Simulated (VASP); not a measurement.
# TiO2 (P2_1/c) in VASP: further runs, part 2 of 2

VASP 6.6.1.

## 3. Single point, LDA

This run uses another cell than the first one, of 9.70 Å³/atom, 0.980 times its volume.

INCAR

```
SYSTEM = TiO2
PREC = Accurate ; ENCUT = 600
EDIFF = 1E-6 ; ISMEAR = -1
SIGMA = 0.05 ; LREAL = .False.
LASPH = .True. ; NELM = 120
ALGO = Normal ; ISIF = 2
LWAVE = .False. ; LCHARG = .False.
GGA = CA ; NBANDS = 60
GGA_COMPAT = .False.
```

KPOINTS

```
regular mesh
0
Gamma
  6 6 6
  0 0 0
```

POSCAR

```
TiO2
1.0
    4.8126997814      0.0000000000      0.0000000000
    0.0000000000      4.8718844600      0.0000000000
   -0.8628854487      0.0000000000      4.9665942755
Ti O
4 8
Direct
    0.2774352600      0.0528083600      0.2131482700
    0.7225647400      0.5528083600      0.2868517300
    0.7225647400      0.9471916400      0.7868517300
    0.2774352600      0.4471916400      0.7131482700
    0.0638382200      0.1769655200      0.8515567400
    0.9361617800      0.6769655200      0.6484432600
    0.9361617800      0.8230344800      0.1484432600
    0.0638382200      0.3230344800      0.3515567400
    0.4453609900      0.7576317400      0.4667718600
    0.5546390100      0.2576317400      0.0332281400
    0.5546390100      0.2423682600      0.5332281400
    0.4453609900      0.7423682600      0.9667718600
```

Potentials or basis: VASP PAW LDA potentials, release 64 (Ti_sv, O).

On the command line:

```bash
$ cat potpaw_LDA.64/Ti_sv/POTCAR potpaw_LDA.64/O/POTCAR > POTCAR
$ mpirun -np 1 vasp_std > vasp.out
```

OUTCAR:

```text
SYSTEM = TiO2
   PREC = Accurate
   ENCUT = 600
   EDIFF = 1E-6
   ISMEAR = -1
   LREAL = .False.
   LASPH = .True.
   NELM = 120
   ISIF = 2
   GGA = CA

 ion  position               nearest neighbor table
   1  0.277  0.053  0.213-   8 1.88   7 1.97   9 2.00  10 2.00   5 2.03  11 2.12  12 2.20
   2  0.723  0.553  0.287-   7 1.88   8 1.97  10 2.00   9 2.00   6 2.03  12 2.12  11 2.20
   3  0.723  0.947  0.787-   6 1.88   5 1.97  11 2.00  12 2.00   7 2.03   9 2.12  10 2.20
   4  0.277  0.447  0.713-   5 1.88   6 1.97  12 2.00  11 2.00   8 2.03  10 2.12   9 2.20
   5  0.064  0.177  0.852-   4 1.88   3 1.97   1 2.03
   6  0.936  0.677  0.648-   3 1.88   4 1.97   2 2.03
   7  0.936  0.823  0.148-   2 1.88   1 1.97   3 2.03
   8  0.064  0.323  0.352-   1 1.88   2 1.97   4 2.03
   9  0.445  0.758  0.467-   1 2.00   2 2.00   3 2.12   4 2.20
  10  0.555  0.258  0.033-   2 2.00   1 2.00   4 2.12   3 2.20
  11  0.555  0.242  0.533-   3 2.00   4 2.00   1 2.12   2 2.20
  12  0.445  0.742  0.967-   4 2.00   3 2.00   2 2.12   1 2.20

  LATTYP: Found a simple monoclinic cell.
 ALAT       =     4.8126997814
 B/A-ratio  =     1.0122976045
 C/A-ratio  =     1.0474359860
 COS(beta)  =    -0.1711736391

  Lattice vectors:

 A1 = (   4.8126997814,   0.0000000000,   0.0000000000)
 A2 = (   0.0000000000,   4.8718844600,   0.0000000000)
 A3 = (  -0.8628854487,   0.0000000000,   4.9665942755)

Analysis of symmetry for initial positions (statically):
=====================================================================
 Subroutine PRICEL returns:
 Original cell was already a primitive cell.

 Routine SETGRP: Setting up the symmetry group for a
 simple monoclinic supercell.

 Subroutine GETGRP returns: Found  4 space group operations
 (whereof  2 operations were pure point group operations)
 out of a pool of  4 trial point group operations.

The static configuration has the point symmetry S_2 .
 The point group associated with its full space group is C_2h.

[... 157 lines left out ...]
   LORBIT       =      0    0 simple, 1 ext, 2 COOP (PROOUT), +10 PAW based schemes
   GGA     = CA    functional components
   LHFCALC =     F    Hartree Fock is set to
   AEXX    =    0.0000 exact exchange contribution
   IVDW    =     0    specifies the selected vdW correction
   LEPSILON=     F    determine dielectric tensor
   LRPA    =     F    only Hartree local field effects (RPA)
 non-spin polarized calculation
  energy-cutoff  :      600.00
  volume of cell :      116.45
 maximum number of plane-waves:      3926
 NGX is ok and might be reduce to    40
   NGX = 19   NGY = 19   NGZ = 21

 number of electron      95.9999998 magnetization

 Free energy of the ion-electron system (eV)
  ---------------------------------------------------
  ext. energy  EPLUGINS =         0.00000000
  ---------------------------------------------------
  free energy    TOTEN  =      -117.60066804 eV

  energy without entropy =     -117.60066804  energy(sigma->0) =     -117.60066804

 E-fermi :   6.4568     XC(G=0): -12.4254

 val. band max:        5.3665965502   @ k =   0.0000   0.0000   0.0000
 cond. band min:       7.5580780450   @ k =   0.5000   0.0000  -0.0000
 fundamental gap:      2.1914814948
 Fermi energy:         6.4568466963

 k-point     1 :       0.0000    0.0000    0.0000
  band No.  band energies     occupation
      1     -50.5751      2.00000
      2     -50.5359      2.00000
      3     -50.5349      2.00000
      4     -50.5330      2.00000
      5     -27.4153      2.00000
      6     -27.3852      2.00000
[... 1501 lines left out ...]
     59       9.8199      0.00000
     60       9.9421      0.00000

 [... further k-points ...]
[... 5 lines left out ...]
  --------------------------------------------------------------------------------------
  -------------------------------------------------------------------------------------
  Total       -7.0250889     -6.9836400     -6.9026111      0.0000000      0.0000000     -0.5319840
  in kB      -96.6535864    -96.0833185    -94.9684946      0.0000000      0.0000000     -7.3192192
  external PRESSURE =     -95.9017999 kB  Pullay stress =       0.0000000 kB

 VOLUME and BASIS-vectors are now :
 -----------------------------------------------------------------------------
  energy-cutoff  :      600.00
  volume of cell :      116.45
      direct lattice vectors                 reciprocal lattice vectors
     4.812699781  0.000000000  0.000000000     0.207783582  0.000000000  0.036099874
     0.000000000  4.871884460  0.000000000     0.000000000  0.205259383  0.000000000
    -0.862885449  0.000000000  4.966594276     0.000000000  0.000000000  0.201345217

 POSITION                                       TOTAL-FORCE (eV/Angst)
 -----------------------------------------------------------------------------------
      1.15129      0.25728      1.05862        -0.010480      0.111475      0.039569
      3.22997      2.69322      1.42468         0.010480      0.111475     -0.039569
      2.79852      4.61461      3.90797         0.010480     -0.111475     -0.039569
      0.71985      2.17867      3.54192        -0.010480     -0.111475      0.039569
     -0.42756      0.86216      4.22934         0.027883     -0.008659     -0.001105
      3.94593      3.29810      3.22055        -0.027883     -0.008659      0.001105
      4.37738      4.00973      0.73726        -0.027883      0.008659      0.001105
      0.00388      1.57379      1.74604         0.027883      0.008659     -0.001105
      1.74062      3.69109      2.31827         0.092730      0.036475     -0.006944
      2.64064      1.25515      0.16503        -0.092730      0.036475      0.006944
      2.20920      1.18079      2.64833        -0.092730     -0.036475      0.006944
      1.30918      3.61673      4.80156         0.092730     -0.036475     -0.006944
 -----------------------------------------------------------------------------------
    total drift:                               -0.000000     -0.000000      0.000000

  FREE ENERGIE OF THE ION-ELECTRON SYSTEM (eV)
  ---------------------------------------------------
  free  energy   TOTEN  =      -117.6006680381 eV

  energy  without entropy=     -117.6006680381  energy(sigma->0) =     -117.60066804
```

OSZICAR:

```text
N       E                     dE             d eps       ncg     rms          rms(c)
DAV:   1     0.158482326574E+04    0.15848E+04   -0.51803E+04  9608   0.213E+03
DAV:   2     0.183236535643E+03   -0.14016E+04   -0.13306E+04  9660   0.638E+02
DAV:   3    -0.128080710848E+03   -0.31132E+03   -0.29877E+03 12216   0.251E+02
DAV:   4    -0.150742307404E+03   -0.22662E+02   -0.22589E+02 13964   0.745E+01
DAV:   5    -0.151935897588E+03   -0.11936E+01   -0.11930E+01 14680   0.142E+01    0.432E+01
DAV:   6    -0.119698574844E+03    0.32237E+02   -0.21351E+02 13656   0.980E+01    0.188E+01
DAV:   7    -0.118390685656E+03    0.13079E+01   -0.42524E+01 13600   0.378E+01    0.114E+01
DAV:   8    -0.117777732072E+03    0.61295E+00   -0.67480E+00 13080   0.180E+01    0.479E+00
DAV:   9    -0.117593524771E+03    0.18421E+00   -0.14543E+00 14528   0.736E+00    0.139E+00
DAV:  10    -0.117602124363E+03   -0.85996E-02   -0.14785E-01 12580   0.266E+00    0.366E-01
DAV:  11    -0.117600614952E+03    0.15094E-02   -0.19566E-02 13080   0.950E-01    0.134E-01
DAV:  12    -0.117600815912E+03   -0.20096E-03   -0.22459E-03 12864   0.246E-01    0.106E-01
DAV:  13    -0.117600716418E+03    0.99494E-04   -0.14891E-03 13720   0.212E-01    0.580E-02
DAV:  14    -0.117600666945E+03    0.49472E-04   -0.29639E-04 14108   0.108E-01    0.971E-03
DAV:  15    -0.117600668643E+03   -0.16972E-05   -0.33330E-05 12936   0.271E-02    0.698E-03
DAV:  16    -0.117600668038E+03    0.60452E-06   -0.67253E-06 10540   0.189E-02
   1 F= -.11760067E+03 E0= -.11760067E+03  d E =-.733920E-10
```

It used 520 s of CPU time on 1 thread of Intel(R) Xeon(R) Platinum 8488C (Sapphire Rapids), on a shared host.

Results:

| Property | Result |
| --- | --- |
| Free energy | -117.6007 eV |
| Pressure | -9.6 GPa |
| Largest force | 0.119 eV/Å |
| Band gap on the k mesh | 2.19 eV, indirect (least direct gap 2.26 eV) |

Forces in eV/Å, atoms in the order of the input:
```
Ti  -0.010  0.111  0.040
Ti   0.010  0.111 -0.040
Ti   0.010 -0.111 -0.040
Ti  -0.010 -0.111  0.040
O    0.028 -0.009 -0.001
O   -0.028 -0.009  0.001
O   -0.028  0.009  0.001
O    0.028  0.009 -0.001
O    0.093  0.036 -0.007
O   -0.093  0.036  0.007
O   -0.093 -0.036  0.007
O    0.093 -0.036 -0.007
```

Stress tensor (GPa, compression positive):
```
-9.67  0.00 -0.73
 0.00 -9.61  0.00
-0.73  0.00 -9.50
```

A k mesh can miss the band edges. LDA gaps usually lie below the measured ones, often by a third to a half.
